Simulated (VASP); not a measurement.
C: single point with r2SCAN

Crystal: C.

```xyz
2
Lattice="0.0000 2.1908 3.4484 1.2648 0.0000 3.4484 1.2648 2.1908 0.0000" Properties=species:S:1:pos:R:3 pbc="T T T"
C     1.2648    0.7303    3.4484
C     1.2648    3.6513    3.4484
```

This cell differs from its parent crystal: strain +0.030 along x and y, +0.030 along z.

| Quantity | Value |
| --- | --- |
| Program | VASP 6.6.1 |
| Task | single point |
| Functional | r2SCAN |
| Potentials or basis | VASP PAW PBE potentials, release 64 (C) |
| Cutoff | 520 eV |
| k mesh | 14 × 14 × 14 |
| Occupations | gaussian, width 0.05 eV |
| Spin | no spin polarisation |
| Dipole correction | no |
| Further INCAR settings | ALGO = Normal; EDIFF = 1e-06; NBANDS = 11 |

```yaml
Pressure: -20.9 GPa
Largest_force: 0.024 eV/Å
Band_gap_on_the_k_mesh: 0.40 eV, indirect (least direct gap 0.49 eV)
```

Forces in eV/Å, atoms in the order of the input:
```
C    0.000  0.024  0.000
C    0.000 -0.024  0.000
```

Stress tensor (GPa, compression positive):
```
-31.82   0.00   0.00
  0.00 -31.82   0.00
  0.00   0.00   0.96
```

Levels at points of the mesh, in eV from the valence-band top:
```
           k point  band 1  band 2  band 3  band 4  band 5  band 6  band 7  band 8  band 9
(0.00, 0.00, 0.00)  -20.29   -6.61   -3.29   -3.27    4.49    8.09    8.16   11.21   11.27
(0.50, 0.00, 0.00)  -15.04  -13.56   -6.61   -2.42    1.66    6.83   12.59   13.76   19.05
(0.50, 0.50, 0.00)  -20.04   -8.42   -3.30   -3.28    8.06    8.12   10.67   11.10   11.41
(0.50, 0.00, 0.50)  -15.13  -13.64   -6.59   -1.70    2.43    7.00   11.37   11.51   18.24
(0.00, 0.50, 0.50)  -14.94  -13.49   -6.64   -3.04    1.00    6.66   13.82   17.56   19.29
```

It took 8.3 min on 1 thread of Intel(R) Xeon(R) Platinum 8259CL CPU @ 2.50GHz (Skylake/Cascade Lake), on a shared host, peak memory 0.19 GiB.

Caveat: the cell differs from its parent crystal (strain +0.030 along x and y, +0.030 along z); the PAW data sets were made with another functional, which shifts forces and pressure a little. A k mesh can miss the band edges.
